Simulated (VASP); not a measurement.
# P (P2_1/c) in VASP: notebook

Runs on P. Level: PBE. Tasks: single point.

Program: VASP 6.6.1. These are calculated values, not measurements. Logs are shortened: lines on timing, memory, paths and dates and some standing lists are left out, and cuts for length are marked.

**1. The cell of the first run**

It takes space group P2_1/c (No. 14, monoclinic). The conventional cell has a = 5.692 Å, b = 4.544 Å, c = 3.296 Å, α = 90.00°, β = 106.25°, γ = 90.00°. P (site symmetry 1) has 3 P at 2.20 to 2.25 Å within 2.9 Å.

**2. Single point, PBE**

INCAR

```
ALGO = Normal
EDIFF = 1E-7
ENCUT = 520
GGA = PE
ISIF = 2
ISMEAR = -1
LASPH = T
LCHARG = F
LREAL = F
LWAVE = F
NBANDS = 18
NELM = 80
PREC = Accurate
SIGMA = 0.05
```

KPOINTS

```
k-points
0
Gamma
  7 7 5
```

POSCAR

```
P
1.0
    1.6750683127     -5.4732764407      0.0000000000
    1.6204179355      5.4567990095      0.0000000000
    0.0000000000      0.0000000000      4.5436355900
P
4
Direct
    0.9041431300      0.0958568700      0.5888151700
    0.0958568700      0.9041431300      0.4111848300
    0.5958568700      0.4041431300      0.0888151700
    0.4041431300      0.5958568700      0.9111848300
```

Potentials or basis: VASP PAW PBE potentials, release 64 (P).

Run with:

```sh
$ cat potpaw_PBE.64/P/POTCAR > POTCAR
$ mpirun -np 1 vasp_std > vasp.out
```

OUTCAR:

```text
EDIFF = 1E-7
   ENCUT = 520
   GGA = PE
   ISIF = 2
   ISMEAR = -1
   LASPH = T
   LREAL = F
   NELM = 80
   PREC = Accurate

 ion  position               nearest neighbor table
   1  0.904  0.096  0.589-   4 2.20   4 2.20   2 2.25
   2  0.096  0.904  0.411-   3 2.20   3 2.20   1 2.25
   3  0.596  0.404  0.089-   2 2.20   2 2.20   4 2.25
   4  0.404  0.596  0.911-   1 2.20   1 2.20   3 2.25

  Warning from LATTYP: Monoclinic adjustment (A1->A3, A2->A1, A3->A2)!
  Warning from LATTYP: Got some problem with cell dimensions!
  Tried to take original basis but could not verify dimensions!
  LATTYP: Found a simple monoclinic cell.
 ALAT       =     3.2955274415
 B/A-ratio  =     1.3787278882
 C/A-ratio  =     1.7272838893
 COS(beta)  =    -0.2798711980

  Lattice vectors:

 A1 = (   3.2954862482,  -0.0164774312,   0.0000000000)
 A2 = (   0.0000000000,   0.0000000000,   4.5436355900)
 A3 = (  -1.6204179355,  -5.4567990095,   0.0000000000)

Analysis of symmetry for initial positions (statically):
=====================================================================
 Subroutine PRICEL returns:
 Original cell was already a primitive cell.

 Routine SETGRP: Setting up the symmetry group for a
 simple monoclinic supercell.

 Subroutine GETGRP returns: Found  4 space group operations
 (whereof  2 operations were pure point group operations)
 out of a pool of  4 trial point group operations.

The static configuration has the point symmetry S_2 .
 The point group associated with its full space group is C_2h.

Analysis of symmetry for dynamics (positions and initial velocities):
=====================================================================
 Subroutine PRICEL returns:
 Original cell was already a primitive cell.

 Routine SETGRP: Setting up the symmetry group for a
 simple monoclinic supercell.

 Subroutine GETGRP returns: Found  4 space group operations
 (whereof  2 operations were pure point group operations)
 out of a pool of  4 trial point group operations.

The dynamic configuration has the point symmetry S_2 .
 The point group associated with its full space group is C_2h.

 Subroutine INISYM returns: Found  4 space group operations
 (whereof  2 operations are pure point group operations),
 and found     1 'primitive' translations

----------------------------------------------------------------------------------------

[... 95 lines left out ...]
   NELM   =     80;   NELMIN=  2; NELMDL= -5     # of ELM steps
   EDIFF  = 0.1E-06   stopping-criterion for ELM
   LREAL  =      F    real-space projection
   EDIFFG = 0.1E-05   stopping-criterion for IOM
   NSW    =      0    number of steps for IOM
   IBRION =     -1    ionic relax: 0-MD 1-quasi-New 2-CG
   NFREE  =      0    steps in history (QN), initial steepest desc. (CG)
   ISIF   =      2    stress and relaxation
   ISYM   =      2    0-nonsym 1-usesym 2-fastsym
   POTIM  = 0.5000    time-step for ionic-motion
   TEBEG  =    0.0;   TEEND  =   0.0 temperature during run
   PSTRESS=    0.0 pullay stress
   NELECT =      20.0000    total number of electrons
   NUPDOWN=      -1.0000    fix difference up-down
   EMIN   =  10.00;   EMAX   =-10.00  energy-range for DOS
   EFERMI =   0.00;   METHOD = LEGACY
   ISMEAR =    -1;   SIGMA  =   0.05  broadening in eV -4-tet -1-fermi 0-gaus
   EFERMI_NEDOS =   21; number of points for ismear=-14 and -15
   IALGO  =     38    algorithm
   IMIX   =      4    mixing-type and parameters
     AMIX     =   0.40;   BMIX     =  1.00
     AMIX_MAG =   1.60;   BMIX_MAG =  1.00
  volume/ion in A,a.u.               =      20.46       138.05
  Fermi-wavevector in a.u.,A,eV,Ry     =   1.023567  1.934262 14.254688  1.047690
  Thomas-Fermi vector in A             =   2.157308
   LORBIT       =      0    0 simple, 1 ext, 2 COOP (PROOUT), +10 PAW based schemes
   GGA     = PE    functional components
   LHFCALC =     F    Hartree Fock is set to
   AEXX    =    0.0000 exact exchange contribution
   IVDW    =     0    specifies the selected vdW correction
   LEPSILON=     F    determine dielectric tensor
   LRPA    =     F    only Hartree local field effects (RPA)
 non-spin polarized calculation
  energy-cutoff  :      520.00
  volume of cell :       81.83
 maximum number of plane-waves:      2225
 NGX is ok and might be reduce to    48
   NGX = 21   NGY = 21   NGZ = 17

 number of electron      20.0000001 magnetization

 Free energy of the ion-electron system (eV)
  ---------------------------------------------------
  ext. energy  EPLUGINS =         0.00000000
  ---------------------------------------------------
  free energy    TOTEN  =       -21.48529105 eV

  energy without entropy =      -21.48475695  energy(sigma->0) =      -21.48502400

 E-fermi :   5.9464     XC(G=0):  -9.4247

 val. band max:        5.8192010323   @ k =  -0.4286   0.4286   0.0000
 cond. band min:       6.1165820440   @ k =  -0.4286   0.4286   0.0000
 fundamental gap:      0.2973810117
 Fermi energy:         5.9463678097

 k-point     1 :       0.0000    0.0000    0.0000
  band No.  band energies     occupation
      1      -9.9418      2.00000
      2      -7.1965      2.00000
      3      -3.9244      2.00000
      4      -0.8997      2.00000
      5       0.9133      2.00000
      6       0.9780      2.00000
[... 481 lines left out ...]
      5       0.2099      2.00000
      6       0.6592      2.00000
[... 10 lines left out ...]
     17      11.2041      0.00000
     18      11.6773      0.00000

 [... further k-points ...]

------------------------ aborting loop because EDIFF is reached ----------------------------------------

  FORCE on cell =-STRESS in cart. coord.  units (eV):
  Direction    XX          YY          ZZ          XY          YZ          ZX
  --------------------------------------------------------------------------------------
  -------------------------------------------------------------------------------------
  Total        0.8476817      0.7884372      0.9503711      0.2155814      0.0000000      0.0000000
  in kB       16.5973242     15.4373367     18.6079479      4.2210111      0.0000000      0.0000000
  external PRESSURE =      16.8808696 kB  Pullay stress =       0.0000000 kB

 VOLUME and BASIS-vectors are now :
 -----------------------------------------------------------------------------
  energy-cutoff  :      520.00
  volume of cell :       81.83
      direct lattice vectors                 reciprocal lattice vectors
     1.675068313 -5.473276441  0.000000000     0.302995478 -0.089975699  0.000000000
     1.620417935  5.456799010  0.000000000     0.303910408  0.093010229  0.000000000
     0.000000000  0.000000000  4.543635590     0.000000000  0.000000000  0.220088073

 POSITION                                       TOTAL-FORCE (eV/Angst)
 -----------------------------------------------------------------------------------
      1.66983     -4.42555      2.67536         0.042041      0.118589     -0.261065
      1.62566      4.40908      1.86827        -0.042041     -0.118589      0.261065
      1.65298     -1.05596      0.40354        -0.042041     -0.118589     -0.261065
      1.64250      1.03948      4.14009         0.042041      0.118589      0.261065
 -----------------------------------------------------------------------------------
    total drift:                                0.000000      0.000000      0.000000

  FREE ENERGIE OF THE ION-ELECTRON SYSTEM (eV)
  ---------------------------------------------------
  free  energy   TOTEN  =       -21.4852910530 eV

  energy  without entropy=      -21.4847569534  energy(sigma->0) =      -21.48502400
```

Wall time 4.9 min (1 thread of Intel Xeon 8259CL, shared host); peak memory 0.28 GiB.

Results:

| Item | Value |
| --- | --- |
| Free energy | -21.4853 eV |
| Pressure | 1.7 GPa |
| Largest force | 0.290 eV/Å |
| Band gap on the k mesh | 0.30 eV |

Forces in eV/Å, atoms in the order of the input:
```
P    0.042  0.119 -0.261
P   -0.042 -0.119  0.261
P   -0.042 -0.119 -0.261
P    0.042  0.119  0.261
```

Stress tensor (GPa, compression positive):
```
1.66 0.42 0.00
0.42 1.54 0.00
0.00 0.00 1.86
```

Caveat: semilocal functionals underestimate gaps, and a narrow one can read as zero. A k mesh can miss the band edges.

**3. Single point, PBE**

INCAR

```
SYSTEM = P
PREC = Accurate
ENCUT = 520
EDIFF = 1E-6
ISMEAR = -1
SIGMA = 0.05
LREAL = .False.
LASPH = .True.
NELM = 100
ALGO = Normal
ISIF = 2
LWAVE = .False.
LCHARG = .True.
GGA = PE
LELF = .True.
LVHAR = .True.
NBANDS = 18
```

KPOINTS

```
Automatic mesh
0
Gamma
  7 7 5
  0 0 0
```

Edit POSCAR of step 2 so:

```diff
@@ -2,4 +2,4 @@
 1.0
-    1.6750683127     -5.4732764407      0.0000000000
-    1.6204179355      5.4567990095      0.0000000000
+    1.6204179355     -5.4567990095      0.0000000000
+    1.6750683127      5.4732764407      0.0000000000
     0.0000000000      0.0000000000      4.5436355900
```

Potentials or basis: VASP PAW PBE potentials, release 64 (P).

Run with:

```sh
$ cat potpaw_PBE.64/P/POTCAR > POTCAR
$ mpirun -np 1 vasp_std > vasp.out
```

Run time: 5.1 min. Hardware: 1 thread of Intel Xeon 8259CL, shared host; peak memory 0.28 GiB.

Results (log left out):

```
Free energy            : -21.4853 eV
Pressure               : 1.7 GPa
Largest force          : 0.290 eV/Å
Band gap on the k mesh : 0.30 eV
```

Forces on the atoms (eV/Å):
```
P   -0.042  0.119 -0.261
P    0.042 -0.119  0.261
P    0.042 -0.119 -0.261
P   -0.042  0.119  0.261
```

Stress tensor (GPa, compression positive):
```
 1.66 -0.42  0.00
-0.42  1.55  0.00
 0.00  0.00  1.86
```

Levels at points of the mesh, in eV from the valence-band top:
```csv
k point,band 8,band 9,band 10,band 11,band 12,band 13
"(0.00, 0.00, 0.00)",-2.73,-2.52,-1.16,0.63,1.07,1.95
```

Caveat: semilocal functionals underestimate gaps, and a narrow one can read as zero. A k mesh can miss the band edges.

(Part 1 of 2 ends here.)
